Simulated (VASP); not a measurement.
# Ru in VASP: a series of runs

Runs on Ru. Level: PBEsol. Tasks: single point.

All numbers are computed with VASP 6.6.1; they aren't measurements. Logs are shortened: lines on timing, memory, paths and dates and some standing lists are left out, and cuts for length are marked.

### 1 The cell of the first run

It takes space group C2/c (No. 15, monoclinic). The conventional cell has a = 2.689 Å, b = 4.658 Å, c = 4.252 Å, α = 90.00°, β = 90.57°, γ = 90.00°. Ru (site symmetry 2) has 12 Ru at 2.62 to 2.69 Å within 3.5 Å.

### 2 Single point, PBEsol (shear of c along a, cell held: +1.0 %, then relaxed in part)

File INCAR:

```
ALGO = Normal ; EDIFF = 1E-6
ENCUT = 500 ; GGA = PS
GGA_COMPAT = F ; ISIF = 2
ISMEAR = 0 ; LASPH = T
LCHARG = F ; LREAL = F
LWAVE = F ; NBANDS = 21
NELM = 120 ; PREC = Accurate
SIGMA = 0.1
```

File KPOINTS:

```
k-points
0
Gamma
  24 24 12
```

File POSCAR:

```
Ru
1.0
    2.6894812021      0.0000000000      0.0000000000
   -1.3447406010      2.3291590440      0.0000000000
    0.0425194305      0.0000000000      4.2519430510
Ru
2
Direct
    0.3333333333      0.6666666667      0.2500000000
    0.6666666666      0.3333333333      0.7500000000
```

Potentials or basis: VASP PAW PBE potentials, release 64 (Ru_pv).

Run with:

```sh
cat potpaw_PBE.64/Ru_pv/POTCAR > POTCAR
mpirun -np 1 vasp_std > vasp.out
```

OUTCAR:

```text
EDIFF = 1E-6
   ENCUT = 500
   GGA = PS
   ISIF = 2
   ISMEAR = 0
   LASPH = T
   LREAL = F
   NELM = 120
   PREC = Accurate

 ion  position               nearest neighbor table
   1  0.333  0.667  0.250-   2 2.62   2 2.62   2 2.63   2 2.63   2 2.64   2 2.64
   2  0.667  0.333  0.750-   1 2.62   1 2.62   1 2.63   1 2.63   1 2.64   1 2.64

  LATTYP: Found a base centered monoclinic cell.
 ALAT       =     2.6894812021
 B/A-ratio  =     1.7320508076
 C/A-ratio  =     1.5810319252
 COS(beta)  =    -0.0099995000

  Lattice vectors:

 A1 = (  -1.3447406010,   2.3291590440,   0.0000000000)
 A2 = (  -1.3447406011,  -2.3291590440,   0.0000000000)
 A3 = (   0.0425194305,   0.0000000000,   4.2519430510)

Analysis of symmetry for initial positions (statically):
=====================================================================
 Subroutine PRICEL returns:
 Original cell was already a primitive cell.

 Routine SETGRP: Setting up the symmetry group for a
 base centered monoclinic supercell.

 Subroutine GETGRP returns: Found  4 space group operations
 (whereof  2 operations were pure point group operations)
 out of a pool of  4 trial point group operations.

The static configuration has the point symmetry S_2 .
 The point group associated with its full space group is C_2h.

Analysis of symmetry for dynamics (positions and initial velocities):
=====================================================================
 Subroutine PRICEL returns:
 Original cell was already a primitive cell.

 Routine SETGRP: Setting up the symmetry group for a
 base centered monoclinic supercell.

 Subroutine GETGRP returns: Found  4 space group operations
 (whereof  2 operations were pure point group operations)
 out of a pool of  4 trial point group operations.

The dynamic configuration has the point symmetry S_2 .
 The point group associated with its full space group is C_2h.

 Subroutine INISYM returns: Found  4 space group operations
 (whereof  2 operations are pure point group operations),
 and found     1 'primitive' translations

----------------------------------------------------------------------------------------

                                     Primitive cell

  volume of cell :      26.6351

  direct lattice vectors                    reciprocal lattice vectors
     2.689481202  0.000000000  0.000000000     0.371818922  0.214669754 -0.003718189
    -1.344740601  2.329159044  0.000000000     0.000000000  0.429339509  0.000000000
     0.042519430  0.000000000  4.251943051     0.000000000  0.000000000  0.235186593

  length of vectors
     2.689481202  2.689481202  4.252155643     0.429355609  0.429339509  0.235186593

  position of ions in fractional coordinates (direct lattice)
     0.333333333  0.666666667  0.250000000
     0.666666667  0.333333333  0.750000000

  ion indices of the primitive-cell ions
   primitive index   ion index
                 1           1
                 2           2

----------------------------------------------------------------------------------------

 KPOINTS: k-points

Automatic generation of k-mesh.
 Grid dimensions read from file:
 generate k-points for:   24   24   12

 Generating k-lattice:

  Cartesian coordinates                     Fractional coordinates (reciprocal lattice)
     0.015492455  0.008944573 -0.000154925     0.041666667  0.000000000  0.000000000
     0.000000000  0.017889146  0.000000000     0.000000000  0.041666667  0.000000000
     0.000000000  0.000000000  0.019598883     0.000000000  0.000000000  0.083333333

  Length of vectors
     0.017889817  0.017889146  0.019598883

  Shift w.r.t. Gamma in fractional coordinates (k-lattice)
     0.000000000  0.000000000  0.000000000

 Subroutine IBZKPT returns following result:
 ===========================================

 Found   1814 irreducible k-points:

 Following reciprocal coordinates:
            Coordinates               Weight
  0.000000  0.000000  0.000000      1.000000
  0.041667  0.000000  0.000000      4.000000
  0.083333  0.000000  0.000000      4.000000
  0.125000 -0.000000  0.000000      4.000000
  0.166667  0.000000  0.000000      4.000000
  0.208333  0.000000  0.000000      4.000000
[... 16 lines left out ...]
  0.375000  0.041667  0.000000      4.000000
  0.416667  0.041667  0.000000      4.000000
 [... further k-points ...]
   k-points           NKPTS =   1814   k-points in BZ     NKDIM =   1814   number of bands    NBANDS=     21
   number of dos      NEDOS =    301   number of ions     NIONS =      2
   total plane-waves  NPLWV =  12800
   dimension x,y,z NGX =    20 NGY =   20 NGZ =   32
   dimension x,y,z NGXF=    40 NGYF=   40 NGZF=   64
   ions per type =               2
   NGX,Y,Z   is equivalent  to a cutoff of  12.36, 12.36, 12.51 a.u.
   NGXF,Y,Z  is equivalent  to a cutoff of  24.73, 24.73, 25.02 a.u.
 SYSTEM =  unknown system
   PREC   = accura    normal or accurate (medium, high low for compatibility)
[... 80 lines left out ...]
      4     -29.4593      2.00000
      5     -29.4462      2.00000
      6     -29.4009      2.00000
[... 13 lines left out ...]
     20      23.3057      0.00000
     21      23.6128      0.00000

 k-point     3 :       0.0833    0.0000    0.0000
  band No.  band energies     occupation
      1     -30.6022      2.00000
      2     -29.6801      2.00000
      3     -29.6446      2.00000
      4     -29.5007      2.00000
      5     -29.4518      2.00000
      6     -29.4101      2.00000
[... 13 lines left out ...]
     20      23.3057      0.00000
     21      23.5855      0.00000

 k-point     4 :       0.1250   -0.0000    0.0000
  band No.  band energies     occupation
      1     -30.5714      2.00000
      2     -29.7439      2.00000
      3     -29.6656      2.00000
      4     -29.5661      2.00000
      5     -29.4609      2.00000
      6     -29.4249      2.00000
[... 13 lines left out ...]
     20      23.3057      0.00000
     21      23.5383      0.00000

 k-point     5 :       0.1667    0.0000    0.0000
  band No.  band energies     occupation
      1     -30.5297      2.00000
      2     -29.8270      2.00000
      3     -29.6925      2.00000
      4     -29.6502      2.00000
      5     -29.4733      2.00000
      6     -29.4456      2.00000
[... 13 lines left out ...]
     20      23.3056      0.00000
     21      23.4760      0.00000

 k-point     6 :       0.2083    0.0000    0.0000
  band No.  band energies     occupation
      1     -30.4786      2.00000
      2     -29.9237      2.00000
      3     -29.7464      2.00000
      4     -29.7230      2.00000
      5     -29.4887      2.00000
      6     -29.4717      2.00000
[... 13 lines left out ...]
     20      23.3055      0.00000
     21      23.4139      0.00000

 k-point     7 :       0.2500   -0.0000    0.0000
  band No.  band energies     occupation
      1     -30.4200      2.00000
      2     -30.0274      2.00000
      3     -29.8475      2.00000
      4     -29.7552      2.00000
      5     -29.5095      2.00000
      6     -29.4997      2.00000
[... 13 lines left out ...]
     20      23.3054      0.00000
     21      23.3698      0.00000
[... 291 lines left out ...]
      1     -30.3848      2.00000
      2     -30.0790      2.00000
      3     -29.9099      2.00000
      4     -29.7680      2.00000
      5     -29.5289      2.00000
      6     -29.5166      2.00000
[... 13 lines left out ...]
     20      23.3053      0.00000
     21      23.3568      0.00000

 k-point    21 :       0.2917    0.0417    0.0000
  band No.  band energies     occupation
      1     -30.3197      2.00000
      2     -30.1788      2.00000
      3     -29.9996      2.00000
      4     -29.8027      2.00000
      5     -29.5665      2.00000
      6     -29.5359      2.00000
[... 13 lines left out ...]
     20      23.3048      0.00000
     21      23.3326      0.00000

 k-point    22 :       0.3333    0.0417    0.0000
  band No.  band energies     occupation
      1     -30.2698      2.00000
      2     -30.2525      2.00000
      3     -30.0796      2.00000
      4     -29.8323      2.00000
      5     -29.6089      2.00000
      6     -29.5519      2.00000
[... 13 lines left out ...]
     20      23.2979      0.00000
     21      23.3070      0.00000

 k-point    23 :       0.3750    0.0417    0.0000
  band No.  band energies     occupation
      1     -30.3414      2.00000
      2     -30.1926      2.00000
      3     -30.1440      2.00000
      4     -29.8557      2.00000
      5     -29.6518      2.00000
      6     -29.5649      2.00000
[... 13 lines left out ...]
     20      23.3048      0.00000
     21      23.8950      0.00000

 k-point    24 :       0.4167    0.0417    0.0000
  band No.  band energies     occupation
      1     -30.3927      2.00000
      2     -30.1911      2.00000
      3     -30.1402      2.00000
      4     -29.8720      2.00000
      5     -29.6894      2.00000
      6     -29.5742      2.00000
[... 13 lines left out ...]
     20      23.3039      0.00000
     21      24.0646      0.00000

 [... further k-points ...]

------------------------ aborting loop because EDIFF is reached ----------------------------------------

  FORCE on cell =-STRESS in cart. coord.  units (eV):
  Direction    XX          YY          ZZ          XY          YZ          ZX
  --------------------------------------------------------------------------------------
  -------------------------------------------------------------------------------------
  Total        0.0703086      0.0702415     -0.0948594      0.0000000      0.0000000     -0.3460770
  in kB        4.2292556      4.2252201     -5.7060544      0.0000000      0.0000000    -20.8174822
  external PRESSURE =       0.9161404 kB  Pullay stress =       0.0000000 kB

 VOLUME and BASIS-vectors are now :
 -----------------------------------------------------------------------------
  energy-cutoff  :      500.00
  volume of cell :       26.64
      direct lattice vectors                 reciprocal lattice vectors
     2.689481202  0.000000000  0.000000000     0.371818922  0.214669754 -0.003718189
    -1.344740601  2.329159044  0.000000000     0.000000000  0.429339509  0.000000000
     0.042519430  0.000000000  4.251943051     0.000000000  0.000000000  0.235186593

 POSITION                                       TOTAL-FORCE (eV/Angst)
 -----------------------------------------------------------------------------------
      0.01063      1.55277      1.06299         0.000000      0.002349      0.000000
      1.37663      0.77639      3.18896        -0.000000     -0.002349      0.000000
 -----------------------------------------------------------------------------------
    total drift:                                0.000000      0.000000      0.000000

  FREE ENERGIE OF THE ION-ELECTRON SYSTEM (eV)
  ---------------------------------------------------
  free  energy   TOTEN  =       -20.3430473969 eV

  energy  without entropy=      -20.3341506015  energy(sigma->0) =      -20.33859900
```

Wall time 9.7 min (1 thread of Intel Xeon Platinum 8259CL at 2.50GHz (Skylake/Cascade Lake), shared host); peak memory 0.77 GiB.

What came out:

```
Free energy            : -20.3430 eV
Pressure               : 0.1 GPa
Band gap on the k mesh : zero (bands 14 and 15 overlap by 3.28 eV)
```

Forces in eV/Å, atoms in the order of the input:
```
Ru   0.000  0.002  0.000
Ru   0.000 -0.002  0.000
```

Levels at points of the mesh, in eV from the Fermi level:
```csv
k point,band 12,band 13,band 14,band 15,band 16,band 17
"(0.00, 0.00, 0.00)",-2.00,-1.99,-1.46,-1.45,1.21,1.21
"(0.50, 0.00, 0.00)",-1.88,-1.58,1.46,1.89,1.98,4.14
"(0.00, 0.50, 0.00)",-1.88,-1.58,1.46,1.90,1.98,4.14
"(0.00, 0.00, 0.50)",-2.87,-2.80,-2.80,0.50,0.50,0.61
"(0.50, 0.00, 0.50)",-1.10,0.40,0.44,1.71,1.74,3.39
"(0.00, 0.50, 0.50)",-1.11,0.42,0.42,1.73,1.73,3.42
```

Caveat: the cell differs from its parent crystal (shear of c along a, cell held: +1.0 %, then relaxed in part); the PAW data sets were made with another functional, which shifts forces and pressure a little.

### 3 Single point, PBEsol

This run uses another cell than the first one, of 11.72 Å³/atom.

File INCAR:

```
PREC = Accurate
ENCUT = 520
EDIFF = 1E-7
ISMEAR = 0
SIGMA = 0.1
LREAL = F
LASPH = T
NELM = 100
ALGO = Normal
ISIF = 2
LWAVE = F
LCHARG = T
GGA = PS
LELF = T
LVHAR = T
NBANDS = 21
```

File KPOINTS:

```
regular mesh
0
Gamma
  18 18 10
```

File POSCAR:

```
Ru
1.0
    2.5733869313      0.0000000000      0.0000000000
   -1.2866934656      2.2286184563      0.0000000000
    0.0000000000      0.0000000000      4.0874643704
Ru
2
Direct
    0.3333333333      0.6666666667      0.2500000000
    0.6666666667      0.3333333333      0.7500000000
```

Potentials or basis: VASP PAW PBE potentials, release 64 (Ru_pv).

Run with:

```sh
cat potpaw_PBE.64/Ru_pv/POTCAR > POTCAR
mpirun -np 1 vasp_std > vasp.out
```

Wall time 2.2 min (1 thread of Intel Xeon 8259CL, shared host); peak memory 0.2 GiB.

The run converged. Its results:

| Quantity | Value |
| --- | --- |
| Free energy | -19.8107 eV |
| Pressure | 60.4 GPa |
| Band gap on the k mesh | zero (bands 14 and 15 overlap by 3.94 eV) |

Stress tensor (GPa, compression positive):
```
60.30  0.00  0.00
 0.00 60.30  0.00
 0.00  0.00 60.47
```

Levels at points of the mesh, in eV from the Fermi level:
```csv
k point,band 11,band 12,band 13,band 14,band 15,band 16,band 17,band 18
"(0.00, 0.00, 0.00)",-3.06,-2.39,-2.39,-1.69,-1.69,1.45,1.48,1.48
"(0.50, 0.00, 0.00)",-2.53,-2.02,-1.85,1.88,2.41,2.46,5.00,7.31
"(0.00, 0.00, 0.50)",-3.43,-3.43,-3.22,-3.22,0.72,0.72,0.72,0.72
"(0.50, 0.00, 0.50)",-1.31,-1.31,0.58,0.58,2.20,2.20,4.06,4.06
```

Caveat: the cell stands under pressure; the PAW data sets were made with another functional, which shifts forces and pressure a little.

### 4 Single point, PBEsol

This run uses another cell than the first one, of 12.38 Å³/atom.

Changes to INCAR since step 3:

```diff
@@ -2,3 +2,3 @@
 ENCUT = 520
-EDIFF = 1E-7
+EDIFF = 1E-6
 ISMEAR = 0
@@ -7,3 +7,3 @@
 LASPH = T
-NELM = 100
+NELM = 80
 ALGO = Normal
```

KPOINTS is that of step 3.

File POSCAR:

```
Ru
1.0
    2.6225524982      0.0000000000      0.0000000000
   -1.3112762491      2.2711970862      0.0000000000
    0.0000000000      0.0000000000      4.1582688260
Ru
2
Direct
    0.3333333333      0.6666666667      0.2500000000
    0.6666666667      0.3333333333      0.7500000000
```

Run with:

```sh
cat potpaw_PBE.64/Ru_pv/POTCAR > POTCAR
mpirun -np 1 vasp_std > vasp.out
```

It took 100 s on 1 thread of Intel Xeon 8259CL, shared host; peak memory 0.21 GiB.

The run converged. Its results:

```
Free energy            : -20.1802 eV
Pressure               : 30.1 GPa
Band gap on the k mesh : zero (bands 14 and 15 overlap by 3.62 eV)
```

Levels at points of the mesh, in eV from the Fermi level:
```tsv
k point	band 11	band 12	band 13	band 14	band 15	band 16	band 17	band 18
(0.00, 0.00, 0.00)	-2.80	-2.20	-2.20	-1.57	-1.57	1.35	1.38	1.38
(0.50, 0.00, 0.00)	-2.35	-1.96	-1.72	1.71	2.19	2.26	4.62	6.83
(0.00, 0.00, 0.50)	-3.17	-3.17	-3.04	-3.04	0.66	0.66	0.66	0.66
(0.50, 0.00, 0.50)	-1.21	-1.21	0.51	0.51	2.00	2.00	3.78	3.78
```

Caveat: the cell stands under pressure; the PAW data sets were made with another functional, which shifts forces and pressure a little.

### 5 Single point, PBEsol

This run uses another cell than the first one, of 12.80 Å³/atom.

File INCAR:

```
SYSTEM = Ru
ALGO     = Fast           ! electronic algorithm
EDIFF    = 1E-6           ! SCF threshold, eV
ENCUT    = 520            ! plane-wave cutoff, eV
GGA      = PS             ! functional
ISIF     = 2              ! what is computed and relaxed
ISMEAR   = 0              ! smearing method
LASPH    = .TRUE.         ! aspherical terms in the spheres
LCHARG   = .FALSE.        ! write CHGCAR
LREAL    = .FALSE.        ! projectors in reciprocal space
LWAVE    = .FALSE.        ! write WAVECAR
NBANDS   = 21             ! bands
NELM     = 100            ! most SCF steps
PREC     = Accurate       ! precision mode
SIGMA    = 0.1            ! smearing width, eV
```

File KPOINTS:

```
k-points
0
G
  18 18 10
  0 0 0
```

File POSCAR:

```
Ru
1.0
    2.6529739158      0.0000000000      0.0000000000
   -1.3264869579      2.2975428066      0.0000000000
    0.0000000000      0.0000000000      4.2012664288
Ru
2
Direct
    0.3333333333      0.6666666667      0.2500000000
    0.6666666667      0.3333333333      0.7500000000
```

Run with:

```sh
cat potpaw_PBE.64/Ru_pv/POTCAR > POTCAR
mpirun -np 1 vasp_std > vasp.out
```

It took 2.1 min on 1 thread of Intel Xeon 8259CL, shared host; peak memory 0.21 GiB.

It converged, with:

```yaml
Free_energy: -20.2980 eV
Pressure: 15.0 GPa
Band_gap_on_the_k_mesh: zero (bands 14 and 15 overlap by 3.43 eV)
```

Levels at points of the mesh, in eV from the Fermi level:
| k point | band 10 | band 11 | band 12 | band 13 | band 14 | band 15 | band 16 | band 17 | band 18 | band 19 |
| --- | --- | --- | --- | --- | --- | --- | --- | --- | --- | --- |
| (0.00, 0.00, 0.00) | -2.84 | -2.65 | -2.09 | -2.09 | -1.50 | -1.50 | 1.31 | 1.31 | 1.31 | 10.21 |
| (0.50, 0.00, 0.00) | -3.29 | -2.25 | -1.91 | -1.64 | 1.61 | 2.07 | 2.14 | 4.41 | 6.55 | 11.58 |
| (0.00, 0.00, 0.50) | -3.01 | -3.01 | -3.01 | -2.93 | -2.93 | 0.62 | 0.62 | 0.62 | 0.62 | 10.23 |
| (0.50, 0.00, 0.50) | -4.95 | -1.15 | -1.15 | 0.48 | 0.48 | 1.89 | 1.89 | 3.62 | 3.62 | 10.22 |

Caveat: the cell stands under pressure; the PAW data sets were made with another functional, which shifts forces and pressure a little.

### 6 The runs side by side

| cell | k mesh | cutoff (eV) | gap on the mesh (eV) | pressure (GPa) |
| --- | --- | --- | --- | --- |
| a = 2.689, b = 2.689, c = 4.252 Å, angles 90.3, 89.4, 120.0°, 2 atoms | 24 × 24 × 12 | 500 | none | 0.1 |
| a = 2.573, b = 2.573, c = 4.087 Å, angles 90.0, 90.0, 120.0°, 2 atoms | 18 × 18 × 10 | 520 | none | 60.4 |
| a = 2.623, b = 2.623, c = 4.158 Å, angles 90.0, 90.0, 120.0°, 2 atoms | 18 × 18 × 10 | 520 | none | 30.1 |
| a = 2.653, b = 2.653, c = 4.201 Å, angles 90.0, 90.0, 120.0°, 2 atoms | 18 × 18 × 10 | 520 | none | 15.0 |

Alike in all rows: task single point; level PBEsol; potentials or basis VASP PAW PBE potentials, release 64 (Ru_pv); no spin polarisation; smearing gaussian 0.1 eV.

Caveats: the PAW data sets were made with another functional, which shifts forces and pressure a little; the cell stands under pressure (at least some runs).

Absolute energies hang on the potentials; compare differences alone.
